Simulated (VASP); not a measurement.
# LiPb (Pm-3m) in VASP: notebook

The runs below take LiPb through single point, with LDA.

Everything below comes from runs of VASP 6.6.1. Logs are shortened: lines on timing, memory, paths and dates and some standing lists are left out, and cuts for length are marked.

### Step 1. The cell of the first run

It takes space group Pm-3m (No. 221, cubic). The conventional cell has a = 3.458 Å, b = 3.458 Å, c = 3.458 Å, α = 90.00°, β = 90.00°, γ = 90.00°. Li (site symmetry m-3m) has 8 Pb at 2.99 Å and 6 Li at 3.46 Å within 3.9 Å. Within 3.9 Å of Pb (site symmetry m-3m) lie 8 Li at 2.99 Å and 6 Pb at 3.46 Å.

### Step 2. Single point, LDA

File INCAR:

```
  ALGO = Normal
  EDIFF = 1E-6
  ENCUT = 520
  ISIF = 2
  ISMEAR = -1
  LASPH = True
  LCHARG = False
  LREAL = False
  LWAVE = False
  NBANDS = 16
  NELM = 100
  PREC = Accurate
  SIGMA = 0.1
```

File KPOINTS:

```
k-points
0
Gamma
  10 10 10
```

File POSCAR:

```
LiPb
1.0
    3.4578633163      0.0000000000      0.0000000000
    0.0000000000      3.4578633163      0.0000000000
    0.0000000000      0.0000000000      3.4578633163
Li Pb
1 1
Direct
    0.5000000000      0.5000000000      0.5000000000
    0.0000000000      0.0000000000      0.0000000000
```

Potentials or basis: VASP PAW LDA potentials, release 64 (Li_sv, Pb_d).

Launch:

```console
cat potpaw_LDA.64/Li_sv/POTCAR potpaw_LDA.64/Pb_d/POTCAR > POTCAR
mpirun -np 1 vasp_std > vasp.out
```

OUTCAR:

```text
EDIFF = 1E-6
   ENCUT = 520
   ISIF = 2
   ISMEAR = -1
   LASPH = True
   LREAL = False
   NELM = 100
   PREC = Accurate

 ion  position               nearest neighbor table
   1  0.500  0.500  0.500-   2 2.99   2 2.99   2 2.99   2 2.99   2 2.99   2 2.99   2 2.99   2 2.99

   2  0.000  0.000  0.000-   1 2.99   1 2.99   1 2.99   1 2.99   1 2.99   1 2.99   1 2.99   1 2.99

  LATTYP: Found a simple cubic cell.
 ALAT       =     3.4578633163

  Lattice vectors:

 A1 = (   3.4578633163,   0.0000000000,   0.0000000000)
 A2 = (   0.0000000000,   3.4578633163,   0.0000000000)
 A3 = (   0.0000000000,   0.0000000000,   3.4578633163)

Analysis of symmetry for initial positions (statically):
=====================================================================
 Subroutine PRICEL returns:
 Original cell was already a primitive cell.

 Routine SETGRP: Setting up the symmetry group for a
 simple cubic supercell.

 Subroutine GETGRP returns: Found 48 space group operations
 (whereof 48 operations were pure point group operations)
 out of a pool of 48 trial point group operations.

The static configuration has the point symmetry O_h .

Analysis of symmetry for dynamics (positions and initial velocities):
=====================================================================
 Subroutine PRICEL returns:
 Original cell was already a primitive cell.

 Routine SETGRP: Setting up the symmetry group for a
 simple cubic supercell.

 Subroutine GETGRP returns: Found 48 space group operations
 (whereof 48 operations were pure point group operations)
 out of a pool of 48 trial point group operations.

The dynamic configuration has the point symmetry O_h .

 Subroutine INISYM returns: Found 48 space group operations
 (whereof 48 operations are pure point group operations),
 and found     1 'primitive' translations

----------------------------------------------------------------------------------------

                                     Primitive cell

  volume of cell :      41.3450

  direct lattice vectors                    reciprocal lattice vectors
     3.457863316  0.000000000  0.000000000     0.289195931  0.000000000  0.000000000
     0.000000000  3.457863316  0.000000000     0.000000000  0.289195931  0.000000000
     0.000000000  0.000000000  3.457863316     0.000000000  0.000000000  0.289195931

  length of vectors
     3.457863316  3.457863316  3.457863316     0.289195931  0.289195931  0.289195931

  position of ions in fractional coordinates (direct lattice)
[... 79 lines left out ...]
   EDIFF  = 0.1E-05   stopping-criterion for ELM
   LREAL  =      F    real-space projection
   EDIFFG = 0.1E-04   stopping-criterion for IOM
   NSW    =      0    number of steps for IOM
   IBRION =     -1    ionic relax: 0-MD 1-quasi-New 2-CG
   NFREE  =      0    steps in history (QN), initial steepest desc. (CG)
   ISIF   =      2    stress and relaxation
   ISYM   =      2    0-nonsym 1-usesym 2-fastsym
   POTIM  = 0.5000    time-step for ionic-motion
   TEBEG  =    0.0;   TEEND  =   0.0 temperature during run
   PSTRESS=    0.0 pullay stress
   NELECT =      17.0000    total number of electrons
   NUPDOWN=      -1.0000    fix difference up-down
   EMIN   =  10.00;   EMAX   =-10.00  energy-range for DOS
   EFERMI =   0.00;   METHOD = LEGACY
   ISMEAR =    -1;   SIGMA  =   0.10  broadening in eV -4-tet -1-fermi 0-gaus
   EFERMI_NEDOS =   21; number of points for ismear=-14 and -15
   IALGO  =     38    algorithm
   IMIX   =      4    mixing-type and parameters
     AMIX     =   0.40;   BMIX     =  1.00
     AMIX_MAG =   1.60;   BMIX_MAG =  1.00
  volume/ion in A,a.u.               =      20.67       139.51
  Fermi-wavevector in a.u.,A,eV,Ry     =   1.217353  2.300464 20.163142  1.481949
  Thomas-Fermi vector in A             =   2.352677
   LORBIT       =      0    0 simple, 1 ext, 2 COOP (PROOUT), +10 PAW based schemes
   GGA     = CA    functional components
   LHFCALC =     F    Hartree Fock is set to
   AEXX    =    0.0000 exact exchange contribution
   IVDW    =     0    specifies the selected vdW correction
   LEPSILON=     F    determine dielectric tensor
   LRPA    =     F    only Hartree local field effects (RPA)
 non-spin polarized calculation
  energy-cutoff  :      520.00
  volume of cell :       41.35
 maximum number of plane-waves:      1141
 NGX is ok and might be reduce to    28
   NGX = 13   NGY = 13   NGZ = 13

 number of electron      17.0000001 magnetization

 Free energy of the ion-electron system (eV)
  ---------------------------------------------------
  ext. energy  EPLUGINS =         0.00000000
  ---------------------------------------------------
  free energy    TOTEN  =        -6.97978880 eV

  energy without entropy =       -6.96228813  energy(sigma->0) =       -6.97103846

 E-fermi :   5.9987     XC(G=0):  -9.9908

 val. band max:        5.9454657663   @ k =   0.5000   0.5000   0.4000
 cond. band min:       6.0167522645   @ k =   0.5000   0.3000   0.3000
 fundamental gap:      0.0712864982
 Fermi energy:         5.9987498679

 k-point     1 :       0.0000    0.0000    0.0000
  band No.  band energies     occupation
      1     -39.6807      2.00000
      2     -10.9226      2.00000
      3     -10.9226      2.00000
      4     -10.6147      2.00000
      5     -10.6147      2.00000
      6     -10.6147      2.00000
[... 433 lines left out ...]
      3     -10.7306      2.00000
      4     -10.6889      2.00000
      5     -10.6885      2.00000
      6     -10.6275      2.00000
[... 8 lines left out ...]
     15      17.0745      0.00000
     16      19.1878      0.00000

 [... further k-points ...]

------------------------ aborting loop because EDIFF is reached ----------------------------------------

  FORCE on cell =-STRESS in cart. coord.  units (eV):
  Direction    XX          YY          ZZ          XY          YZ          ZX
  --------------------------------------------------------------------------------------
  -------------------------------------------------------------------------------------
  Total        0.0192586      0.0192586      0.0192586      0.0000000      0.0000000     -0.0000000
  in kB        0.7462971      0.7462971      0.7462971      0.0000000      0.0000000     -0.0000000
  external PRESSURE =       0.7462971 kB  Pullay stress =       0.0000000 kB

 VOLUME and BASIS-vectors are now :
 -----------------------------------------------------------------------------
  energy-cutoff  :      520.00
  volume of cell :       41.35
      direct lattice vectors                 reciprocal lattice vectors
     3.457863316  0.000000000  0.000000000     0.289195931  0.000000000  0.000000000
     0.000000000  3.457863316  0.000000000     0.000000000  0.289195931  0.000000000
     0.000000000  0.000000000  3.457863316     0.000000000  0.000000000  0.289195931

 POSITION                                       TOTAL-FORCE (eV/Angst)
 -----------------------------------------------------------------------------------
      1.72893      1.72893      1.72893         0.000000      0.000000      0.000000
      0.00000      0.00000      0.00000         0.000000      0.000000      0.000000
 -----------------------------------------------------------------------------------
    total drift:                               -0.000000      0.000000      0.000000

  FREE ENERGIE OF THE ION-ELECTRON SYSTEM (eV)
  ---------------------------------------------------
  free  energy   TOTEN  =        -6.9797887993 eV

  energy  without entropy=       -6.9622881291  energy(sigma->0) =       -6.97103846
```

OSZICAR:

```text
N       E                     dE             d eps       ncg     rms          rms(c)
DAV:   1     0.132555536587E+03    0.13256E+03   -0.78164E+03  1800   0.117E+03
DAV:   2     0.213140210002E+01   -0.13042E+03   -0.12538E+03  1976   0.315E+02
DAV:   3    -0.689169591951E+01   -0.90231E+01   -0.89279E+01  3368   0.738E+01
DAV:   4    -0.704470154004E+01   -0.15301E+00   -0.15225E+00  2120   0.817E+00
DAV:   5    -0.705055769697E+01   -0.58562E-02   -0.58470E-02  2912   0.157E+00    0.128E+00
DAV:   6    -0.699453522039E+01    0.56022E-01   -0.67920E-02  2328   0.410E+00    0.585E-01
DAV:   7    -0.698110619477E+01    0.13429E-01   -0.23432E-02  2600   0.207E+00    0.155E-01
DAV:   8    -0.697977992369E+01    0.13263E-02   -0.16989E-03  2496   0.549E-01    0.155E-02
DAV:   9    -0.697978876717E+01   -0.88435E-05   -0.14539E-04  2536   0.112E-01    0.143E-02
DAV:  10    -0.697978879927E+01   -0.32107E-07   -0.35931E-06  2344   0.173E-02
   1 F= -.69797888E+01 E0= -.69710385E+01  d E =-.175007E-01
```

Run time: 26 s. Hardware: 1 thread of Intel Xeon 8259CL, shared host; peak memory 0.16 GiB.

What came out:

```yaml
Free_energy: -6.9798 eV
Band_gap_on_the_k_mesh: zero (an odd number of electrons rules out a gap without spin polarisation)
```

Levels at points of the mesh, in eV from the Fermi level:
| k point | band 5 | band 6 | band 7 | band 8 | band 9 | band 10 | band 11 | band 12 |
| --- | --- | --- | --- | --- | --- | --- | --- | --- |
| (0.00, 0.00, 0.00) | -16.61 | -16.61 | -10.86 | 2.32 | 2.32 | 2.32 | 6.15 | 6.74 |
| (0.50, 0.00, 0.00) | -16.66 | -16.60 | -9.20 | -4.20 | 4.87 | 4.87 | 6.39 | 7.49 |
| (0.50, 0.50, 0.00) | -16.70 | -16.47 | -7.31 | -2.99 | -2.99 | 2.45 | 6.92 | 8.50 |
| (0.50, 0.50, 0.50) | -16.46 | -16.46 | -5.55 | -0.67 | -0.67 | -0.67 | 2.54 | 2.54 |

Caveat: the cutoff is under 1.25 times the usual one of these potentials, so pressure, stress and relaxed cells hold a basis-set (Pulay) error; spin-orbit coupling is left out, which moves the levels of the heavy elements.

### Step 3. Single point, LDA

File INCAR:

```
PREC = Accurate
ENCUT = 520
EDIFF = 1E-6
ISMEAR = -1
SIGMA = 0.1
LREAL = F
LASPH = T
NELM = 60
ALGO = Normal
ISIF = 2
LWAVE = F
LCHARG = F
GGA = CA
NBANDS = 16
```

File KPOINTS:

```
Automatic mesh
0
Gamma
  10 10 10
```

POSCAR is that of step 2.

Potentials or basis: VASP PAW LDA potentials, release 64 (Li_sv, Pb_d).

Launch:

```console
cat potpaw_LDA.64/Li_sv/POTCAR potpaw_LDA.64/Pb_d/POTCAR > POTCAR
mpirun -np 1 vasp_std > vasp.out
```

It took 30 s on 1 thread of Intel Xeon 8259CL, shared host; peak memory 0.16 GiB.

The run converged. Its results:

```
Free energy            : -6.9798 eV
Band gap on the k mesh : zero (an odd number of electrons rules out a gap without spin polarisation)
```

Levels at points of the mesh, in eV from the Fermi level:
```tsv
k point	band 4	band 5	band 6	band 7	band 8	band 9	band 10	band 11	band 12	band 13
(0.00, 0.00, 0.00)	-16.61	-16.61	-16.61	-10.86	2.32	2.32	2.32	6.15	6.74	6.74
(0.50, 0.00, 0.00)	-16.71	-16.66	-16.60	-9.20	-4.20	4.87	4.87	6.39	7.49	7.49
(0.50, 0.50, 0.00)	-16.70	-16.70	-16.47	-7.31	-2.99	-2.99	2.45	6.92	8.50	9.19
(0.50, 0.50, 0.50)	-16.83	-16.46	-16.46	-5.55	-0.67	-0.67	-0.67	2.54	2.54	2.54
```

Caveat: the cutoff is under 1.25 times the usual one of these potentials, so pressure, stress and relaxed cells hold a basis-set (Pulay) error; spin-orbit coupling is left out, which moves the levels of the heavy elements.

The gap in the log of VASP goes by the Fermi energy; the results here count the filled bands.